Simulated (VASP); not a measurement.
A run of VASP 6.6.1:

INCAR

```
SYSTEM = TiSi8Mo3
  ALGO = Normal
  EDIFF = 1E-6
  ENCUT = 520
  GGA = PE
  ISIF = 2
  ISMEAR = 0
  LASPH = .True.
  LCHARG = .True.
  LELF = .True.
  LREAL = .False.
  LVHAR = .True.
  LWAVE = .False.
  NBANDS = 55
  NELM = 80
  PREC = Accurate
  SIGMA = 0.1
```

File KPOINTS:

```
k-points
0
Gamma
  8 8 6
  0 0 0
```

File POSCAR:

```
TiSi8Mo3
1.0
    4.5509670359      0.0000000000      0.0000000000
    0.0000000000      4.5509670359      0.0000000000
    0.0000000000      0.0000000000      7.9482995913
Ti Si Mo
1 8 3
Direct
    0.0000000000      0.0000000000      0.0000000000
    0.0000000000      0.0000000000      0.3326392252
    0.0000000000      0.5000000000      0.8339812812
    0.5000000000      0.0000000000      0.8339812812
    0.5000000000      0.5000000000      0.3358331887
    0.0000000000      0.0000000000      0.6673607748
    0.0000000000      0.5000000000      0.1660187188
    0.5000000000      0.0000000000      0.1660187188
    0.5000000000      0.5000000000      0.6641668113
    0.0000000000      0.5000000000      0.5000000000
    0.5000000000      0.0000000000      0.5000000000
    0.5000000000      0.5000000000      0.0000000000
```

Potentials or basis: VASP PAW PBE potentials, release 64 (Ti_sv, Si, Mo_sv).

The run is started by

```bash
$ cat potpaw_PBE.64/Ti_sv/POTCAR potpaw_PBE.64/Si/POTCAR potpaw_PBE.64/Mo_sv/POTCAR > POTCAR
$ mpirun -np 1 vasp_std > vasp.out
```

Hardware: 1 thread of Oxide Virtual Turin-like Processor (shared host).

Q: How long does it take, and how much memory?

A: It took 9.1 min on 1 thread of Oxide Virtual Turin-like Processor (shared host), peak memory 0.52 GiB. Counts: scf iterations 15, k points 60.
